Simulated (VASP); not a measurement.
# Si6Ru (Fmm2) in VASP: a series of runs

Runs on Si6Ru. Level: PBE. Tasks: relaxation of cell and atoms, single point.

Everything below comes from runs of VASP 6.6.1. Logs are shortened: lines on timing, memory, paths and dates and some standing lists are left out, and cuts for length are marked.

## Step 1: The cell of the first run

Symmetry: Fmm2, No. 42, orthorhombic system. The conventional cell has a = 7.663 Å, b = 7.697 Å, c = 8.140 Å, α = 90.00°, β = 90.00°, γ = 90.00°. Si (site symmetry 1) has 2 Si at 1.72 to 2.14 Å within 2.3 Å. Si (site symmetry m) has 5 Si at 2.14 to 2.73 Å and 1 Ru at 2.45 Å within 2.8 Å. Within 3.3 Å of Ru (site symmetry mm2) lie 12 Si at 2.45 to 3.21 Å.

The cell was built from a structure type or drawn by symmetry, and may not be a known phase.

## Step 2: Relaxation of cell and atoms, PBE

Contents of INCAR:

```
SYSTEM = Si6Ru
PREC = Accurate
ENCUT = 600
EDIFF = 1E-7
ISMEAR = 0
SIGMA = 0.2
LREAL = .False.
LASPH = .True.
NELM = 60
ALGO = Normal
ISIF = 3
LWAVE = .False.
LCHARG = .False.
GGA = PE
IBRION = 2
NSW = 36
EDIFFG = -0.08
```

Contents of KPOINTS:

```
Automatic mesh
0
Gamma
  4 4 4
  0 0 0
```

Contents of POSCAR:

```
Si6Ru
1.0
    0.0000000000      3.8487202100      4.0697731600
    3.8313467600      0.0000000000      4.0697731600
    3.8313467600      3.8487202100      0.0000000000
Si Ru
6 1
Direct
    0.4370190600      0.8905123600      0.8852314700
    0.8905123600      0.4370190600      0.7872371000
    0.1147685300      0.2127629000      0.5629809400
    0.2127629000      0.1147685300      0.1094876400
    0.7606593100      0.4101803600      0.2393406900
    0.4101803600      0.7606593100      0.5898196400
    0.8366421800      0.8366421800      0.1633578200
```

Potentials or basis: VASP PAW PBE potentials, release 64 (Si, Ru_pv).

Started as:

```sh
cat potpaw_PBE.64/Si/POTCAR potpaw_PBE.64/Ru_pv/POTCAR > POTCAR
mpirun -np 1 vasp_std > vasp.out
```

OUTCAR:

```text
SYSTEM = Si6Ru
   PREC = Accurate
   ENCUT = 600
   EDIFF = 1E-7
   ISMEAR = 0
   LREAL = .False.
   LASPH = .True.
   NELM = 60
   ISIF = 3
   GGA = PE
   IBRION = 2
   NSW = 36
   EDIFFG = -0.08

 ion  position               nearest neighbor table
   1  0.437  0.891  0.885-   4 1.72   6 2.14   3 2.48   2 2.52   5 2.73   2 3.02   7 3.06   7 3.09

   2  0.891  0.437  0.787-   3 1.72   5 2.14   4 2.48   1 2.52   6 2.73   1 3.02   7 3.06   7 3.09

   3  0.115  0.213  0.563-   2 1.72   6 2.14   1 2.48   4 2.52   5 2.73   4 3.02   7 3.06   7 3.09

   4  0.213  0.115  0.109-   1 1.72   5 2.14   2 2.48   3 2.52   6 2.73   3 3.02   7 3.06   7 3.09

   5  0.761  0.410  0.239-   4 2.14   2 2.14   7 2.45   6 2.69   1 2.73   3 2.73   7 3.21
   6  0.410  0.761  0.590-   1 2.14   3 2.14   7 2.45   5 2.69   2 2.73   4 2.73   7 3.21
   7  0.837  0.837  0.163-   5 2.45   6 2.45   1 3.06   2 3.06   3 3.06   4 3.06   4 3.09   2 3.09
                             3 3.09   1 3.09   6 3.21   5 3.21

  LATTYP: Found a face centered orthorhombic cell.
 ALAT       =     7.6626935200
 B/A-ratio  =     1.0045345543
 C/A-ratio  =     1.0622304414

  Lattice vectors:

 A1 = (   0.0000000000,   3.8487202100,   4.0697731600)
 A2 = (   3.8313467600,   0.0000000000,   4.0697731600)
 A3 = (   3.8313467600,   3.8487202100,   0.0000000000)

Analysis of symmetry for initial positions (statically):
=====================================================================
 Subroutine PRICEL returns:
 Original cell was already a primitive cell.

 Routine SETGRP: Setting up the symmetry group for a
 face centered orthorhombic supercell.

 Subroutine GETGRP returns: Found  4 space group operations
 (whereof  4 operations were pure point group operations)
 out of a pool of  8 trial point group operations.

The static configuration has the point symmetry C_2v.

Analysis of symmetry for dynamics (positions and initial velocities):
=====================================================================
 Subroutine PRICEL returns:
 Original cell was already a primitive cell.

 Routine SETGRP: Setting up the symmetry group for a
 face centered orthorhombic supercell.

 Subroutine GETGRP returns: Found  4 space group operations
 (whereof  4 operations were pure point group operations)
 out of a pool of  8 trial point group operations.

The dynamic configuration has the point symmetry C_2v.

 Subroutine INISYM returns: Found  4 space group operations
 (whereof  4 operations are pure point group operations),
 and found     1 'primitive' translations

----------------------------------------------------------------------------------------

                                     Primitive cell

  volume of cell :     120.0240

  direct lattice vectors                    reciprocal lattice vectors
     0.000000000  3.848720210  4.069773160    -0.130502414  0.129913315  0.122856970
     3.831346760  0.000000000  4.069773160     0.130502414 -0.129913315  0.122856970
     3.831346760  3.848720210  0.000000000     0.130502414  0.129913315 -0.122856970

  length of vectors
     5.601401684  5.589478649  5.430641330     0.221364370  0.221364370  0.221364370

  position of ions in fractional coordinates (direct lattice)
     0.437019060  0.890512360  0.885231470
     0.890512360  0.437019060  0.787237100
     0.114768530  0.212762900  0.562980940
     0.212762900  0.114768530  0.109487640
     0.760659310  0.410180360  0.239340690
     0.410180360  0.760659310  0.589819640
     0.836642180  0.836642180  0.163357820

  ion indices of the primitive-cell ions
   primitive index   ion index
                 1           1
                 2           2
                 3           3
                 4           4
                 5           5
                 6           6
                 7           7

----------------------------------------------------------------------------------------

 KPOINTS: Automatic mesh

Automatic generation of k-mesh.
 Grid dimensions read from file:
 generate k-points for:    4    4    4

 Generating k-lattice:

  Cartesian coordinates                     Fractional coordinates (reciprocal lattice)
    -0.032625603  0.032478329  0.030714243     0.250000000  0.000000000  0.000000000
     0.032625603 -0.032478329  0.030714243     0.000000000  0.250000000  0.000000000
     0.032625603  0.032478329 -0.030714243     0.000000000  0.000000000  0.250000000

  Length of vectors
     0.055341093  0.055341093  0.055341093

  Shift w.r.t. Gamma in fractional coordinates (k-lattice)
     0.000000000  0.000000000  0.000000000

 Subroutine IBZKPT returns following result:
 ===========================================

 Found     18 irreducible k-points:

 Following reciprocal coordinates:
            Coordinates               Weight
  0.000000  0.000000  0.000000      1.000000
  0.250000 -0.000000 -0.000000      8.000000
  0.500000 -0.000000 -0.000000      4.000000
  0.250000  0.250000  0.000000      2.000000
  0.500000  0.250000 -0.000000      8.000000
 -0.250000  0.250000  0.000000      4.000000
[... 10 lines left out ...]
 -0.250000  0.250000  0.500000      2.000000
  0.000000  0.500000  0.500000      1.000000
   k-points           NKPTS =     18   k-points in BZ     NKDIM =     18   number of bands    NBANDS=     23
   number of dos      NEDOS =    301   number of ions     NIONS =      7
   total plane-waves  NPLWV = 110592
   dimension x,y,z NGX =    48 NGY =   48 NGZ =   48
   dimension x,y,z NGXF=    96 NGYF=   96 NGZF=   96
   ions per type =               6   1
   NGX,Y,Z   is equivalent  to a cutoff of  14.25, 14.28, 14.69 a.u.
   NGXF,Y,Z  is equivalent  to a cutoff of  28.49, 28.55, 29.39 a.u.
 SYSTEM =  Si6Ru
   PREC   = accura    normal or accurate (medium, high low for compatibility)
   ISTART =      0    job   : 0-new  1-cont  2-samecut
   ICHARG =      2    charge: 1-file 2-atom 10-const
   ISPIN  =      1    spin polarized calculation?
   LNONCOLLINEAR =      F non collinear calculations
   LSORBIT =      F    spin-orbit coupling
   LASPH  =      T    aspherical Exc in radial PAW
   ENCUT  =  600.0 eV  44.10 Ry    6.64 a.u.  11.19 11.16 10.85*2*pi/ulx,y,z
   NELM   =     60;   NELMIN=  2; NELMDL= -5     # of ELM steps
   EDIFF  = 0.1E-06   stopping-criterion for ELM
   LREAL  =      F    real-space projection
   EDIFFG = -.8E-01   stopping-criterion for IOM
   NSW    =     36    number of steps for IOM
   IBRION =      2    ionic relax: 0-MD 1-quasi-New 2-CG
   NFREE  =      1    steps in history (QN), initial steepest desc. (CG)
   ISIF   =      3    stress and relaxation
   ISYM   =      2    0-nonsym 1-usesym 2-fastsym
   POTIM  = 0.5000    time-step for ionic-motion
   TEBEG  =    0.0;   TEEND  =   0.0 temperature during run
   PSTRESS=    0.0 pullay stress
   NELECT =      38.0000    total number of electrons
   NUPDOWN=      -1.0000    fix difference up-down
   EMIN   =  10.00;   EMAX   =-10.00  energy-range for DOS
   EFERMI =   0.00;   METHOD = LEGACY
   ISMEAR =     0;   SIGMA  =   0.20  broadening in eV -4-tet -1-fermi 0-gaus
   EFERMI_NEDOS =   21; number of points for ismear=-14 and -15
   IALGO  =     38    algorithm
   IMIX   =      4    mixing-type and parameters
     AMIX     =   0.40;   BMIX     =  1.00
     AMIX_MAG =   1.60;   BMIX_MAG =  1.00
  volume/ion in A,a.u.               =      17.15       115.71
  Fermi-wavevector in a.u.,A,eV,Ry     =   1.115784  2.108526 16.938891  1.244973
  Thomas-Fermi vector in A             =   2.252392
   LORBIT       =      0    0 simple, 1 ext, 2 COOP (PROOUT), +10 PAW based schemes
   GGA     = PE    functional components
   LHFCALC =     F    Hartree Fock is set to
   AEXX    =    0.0000 exact exchange contribution
   IVDW    =     0    specifies the selected vdW correction
   LEPSILON=     F    determine dielectric tensor
   LRPA    =     F    only Hartree local field effects (RPA)
 conjugate gradient relaxation of ions
 non-spin polarized calculation
 Gauss-broadening in eV      SIGMA  =   0.20
  energy-cutoff  :      600.00
  volume of cell :      120.02
 maximum number of plane-waves:      4036
 NGX is ok and might be reduce to    48
   NGX = 23   NGY = 23   NGZ = 21

--------------------------------------- Ionic step        1  -------------------------------------------

 number of electron      38.0000000 magnetization

 Free energy of the ion-electron system (eV)
  ---------------------------------------------------
  ext. energy  EPLUGINS =         0.00000000
  ---------------------------------------------------
  free energy    TOTEN  =       -26.96332772 eV

  energy without entropy =      -26.87004938  energy(sigma->0) =      -26.91668855

------------------------ aborting loop because EDIFF is reached ----------------------------------------

  FORCE on cell =-STRESS in cart. coord.  units (eV):
  Direction    XX          YY          ZZ          XY          YZ          ZX
  --------------------------------------------------------------------------------------
  -------------------------------------------------------------------------------------
  Total       77.2861491      6.1508864     -6.4331438      0.0000000      0.0000000      0.0000000
  in kB     1031.6781947     82.1070194    -85.8748205      0.0000000      0.0000000      0.0000000
  external PRESSURE =     342.6367979 kB  Pullay stress =       0.0000000 kB
[... 1532 lines left out ...]
     22      10.9984      0.09256
     23      11.9144      0.00000

[... ionic steps 4 to 32 ...]

--------------------------------------- Ionic step       33  -------------------------------------------

 number of electron      38.0000000 magnetization

------------------------ aborting loop because EDIFF is reached ----------------------------------------

  FORCE on cell =-STRESS in cart. coord.  units (eV):
  Direction    XX          YY          ZZ          XY          YZ          ZX
  --------------------------------------------------------------------------------------
  -------------------------------------------------------------------------------------
  Total        0.3928669      0.1164645      0.0004890      0.0000000      0.0000000      0.0000000
  in kB        6.1014303      1.8087551      0.0075948      0.0000000      0.0000000      0.0000000
  external PRESSURE =       2.6392601 kB  Pullay stress =       0.0000000 kB
[... 67 lines left out ...]
  energy  without entropy=      -40.8254405967  energy(sigma->0) =      -40.85333947

--------------------------------------- Ionic step       35  -------------------------------------------

 number of electron      37.9999999 magnetization

 Free energy of the ion-electron system (eV)
  ---------------------------------------------------
  ext. energy  EPLUGINS =         0.00000000
  ---------------------------------------------------
  free energy    TOTEN  =       -40.88333918 eV

  energy without entropy =      -40.82701065  energy(sigma->0) =      -40.85517492

 E-fermi :   9.9293     XC(G=0): -11.3580

 val. band max:        9.9139633620   @ k =   0.2500  -0.0000  -0.0000
 cond. band min:       9.9586478459   @ k =   0.5000  -0.0000   0.2500
 fundamental gap:      0.0446844839
 Fermi energy:         9.9293467951

 k-point     1 :       0.0000    0.0000    0.0000
  band No.  band energies     occupation
      1     -32.8510      2.00000
      2     -32.8108      2.00000
      3     -32.6771      2.00000
      4      -3.7983      2.00000
      5       0.6801      2.00000
      6       2.5653      2.00000
[... 491 lines left out ...]
  FREE ENERGIE OF THE ION-ELECTRON SYSTEM (eV)
  ---------------------------------------------------
  free  energy   TOTEN  =       -40.8833391834 eV

  energy  without entropy=      -40.8270106466  energy(sigma->0) =      -40.85517492

 reached required accuracy - stopping structural energy minimisation
```

Run time: 32 min. Hardware: 1 thread of Intel Xeon Platinum 8488C (Sapphire Rapids), shared host; peak memory 0.43 GiB.

What came out:

| Quantity | Value |
| --- | --- |
| Free energy | -40.8833 eV |
| Relaxed volume | 14.77 Å³/atom |
| Relaxed cell | a = 4.584 Å, b = 5.814 Å, c = 6.296 Å, α = 44.27°, β = 62.29°, γ = 73.45° |
| Space group after relaxing (to 0.1 Å) | Fmm2 (No. 42) |
| Pressure after relaxing | 0.1 GPa |
| Largest force after relaxing | 0.050 eV/Å |
| Band gap on the k mesh | zero (bands 19 and 20 overlap by 1.66 eV) |

Forces on the atoms (eV/Å):
```
Si   0.037  0.028 -0.018
Si  -0.037 -0.028 -0.018
Si   0.037 -0.028 -0.018
Si  -0.037  0.028 -0.018
Si  -0.007  0.000  0.036
Si   0.007  0.000  0.036
Ru   0.000  0.000  0.003
```

Stress tensor (GPa, compression positive):
```
0.19 0.00 0.00
0.00 0.02 0.00
0.00 0.00 0.03
```

Final structure:
```xyz
7
Lattice="0.0000 3.6637 2.7557 5.1199 0.0000 2.7557 5.1199 3.6637 0.0000" Properties=species:S:1:pos:R:3 pbc="T T T"
Si    8.9205    5.0013    3.7209
Si    6.4390    5.9899    3.7209
Si    3.8007    2.3262    0.9653
Si    1.3192    1.3376    0.9653
Si    3.4745    3.6637    3.0033
Si    6.7652    3.6637    3.0033
Ru    5.1199    3.6637    4.8065
```

Caveat: a cell axis changed by over 15 % at a fixed basis, so the end point is rough; the relaxation stopped at a loose force limit of 0.08 eV/Å, so its end isn't a converged minimum.

## Step 3: Single point, PBE

This run uses another cell than the first one, of 14.88 Å³/atom.

Contents of INCAR:

```
SYSTEM = Si6Ru
PREC = Accurate ; ENCUT = 520
EDIFF = 1E-6 ; ISMEAR = 0
SIGMA = 0.1 ; LREAL = .False.
LASPH = .True. ; NELM = 100
ALGO = Normal ; ISIF = 2
LWAVE = .False. ; LCHARG = .False.
GGA = PE ; NBANDS = 28
```

Contents of KPOINTS:

```
regular mesh
0
Gamma
  8 8 8
  0 0 0
```

Contents of POSCAR:

```
Si6Ru
1.0
    0.0000000000      5.2299363057      2.7456523991
    3.6271645031      0.0000000000      2.7456523991
    3.6271645031      5.2299363057      0.0000000000
Si Ru
6 1
Direct
    0.2309714768      0.1171399061      0.5167198759
    0.1171399061      0.2309714768      0.1351687412
    0.8648312588      0.4832801241      0.8828600939
    0.4832801241      0.8648312588      0.7690285232
    0.3835879296      0.7114258423      0.2885741577
    0.7114258423      0.3835879296      0.6164120704
    0.8713081623      0.8713081623      0.1286918377
```

Potentials or basis: VASP PAW PBE potentials, release 64 (Si, Ru_pv).

Started as:

```sh
cat potpaw_PBE.64/Si/POTCAR potpaw_PBE.64/Ru_pv/POTCAR > POTCAR
mpirun -np 1 vasp_std > vasp.out
```

Run time: 5.1 min. Hardware: 1 thread of Intel Xeon Platinum 8488C (Sapphire Rapids), shared host; peak memory 0.43 GiB.

It converged, with:

```yaml
Free_energy: -40.8445 eV
Pressure: -0.1 GPa
Largest_force: 0.007 eV/Å
Band_gap_on_the_k_mesh: zero (bands 19 and 20 overlap by 1.87 eV)
```

Forces on the atoms (eV/Å):
```
Si  -0.006  0.000  0.003
Si   0.006  0.000  0.003
Si   0.006  0.000  0.003
Si  -0.006  0.000  0.003
Si   0.000  0.001 -0.003
Si   0.000 -0.001 -0.003
Ru   0.000  0.000 -0.007
```

Levels at points of the mesh, in eV from the Fermi level:
| k point | band 15 | band 16 | band 17 | band 18 | band 19 | band 20 | band 21 | band 22 | band 23 | band 24 |
| --- | --- | --- | --- | --- | --- | --- | --- | --- | --- | --- |
| (0.00, 0.00, 0.00) | -2.63 | -2.49 | -2.44 | -1.89 | -1.21 | 0.26 | 0.39 | 1.81 | 2.80 | 3.41 |
| (0.50, 0.00, 0.00) | -2.97 | -2.20 | -1.84 | -1.35 | -0.04 | 0.66 | 1.57 | 1.82 | 2.71 | 2.96 |
| (0.50, 0.50, 0.00) | -2.53 | -2.03 | -0.29 | 0.14 | 0.65 | 0.86 | 1.12 | 1.66 | 1.82 | 2.74 |
| (0.50, 0.00, 0.50) | -2.96 | -2.52 | -2.30 | -2.19 | -0.56 | -0.27 | 0.22 | 1.11 | 1.21 | 1.99 |
| (0.00, 0.50, 0.50) | -2.92 | -2.07 | -1.25 | -0.41 | 0.96 | 1.46 | 1.81 | 3.19 | 3.27 | 3.44 |
